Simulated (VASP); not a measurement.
Runs of VASP 6.6.1 on Mo2Ru3. The structure is that of space group P-3m1 (No. 164), or close to it. The cells are those of the table. 

```tsv
task	spin	cell	cutoff (eV)	gap on the mesh (eV)	pressure (GPa)	largest force (eV/Å)
single point	off	a = 2.758, b = 2.758, c = 22.204 Å, angles 90.0, 90.0, 120.0°, 10 atoms	520	none	0.3	0.05
single point	off	a = 2.815, b = 2.815, c = 22.182 Å, angles 90.0, 90.0, 120.0°, 10 atoms	520	none	(a)	2.43
single point	collinear, ferromagnetic start	a = 2.758, b = 2.758, c = 22.204 Å, angles 90.0, 90.0, 120.0°, 10 atoms	520	none	0.3	0.05
relaxation of cell and atoms	off	relaxed from a = 2.815, b = 2.815, c = 22.182 Å, angles 90.0, 90.0, 120.0°, 10 atoms	600	none	0.0	0.02
```

Alike in all rows: level PBE; potentials or basis VASP PAW PBE potentials, release 64 (Mo_sv, Ru_pv); k mesh 6 × 6 × 1; smearing gaussian 0.1 eV.

Estimate the missing entries.

(a) -9.6.

Caveats: all runs use coarse meshes; forces of over 1 eV/Å act on the atoms, so gaps and moduli don't describe the material at rest (some runs).

A k mesh can miss the band edges, and the runs leave out spin-orbit coupling on Mo, Ru.

A gap of «none» marks levels without a gap at the run's occupations.
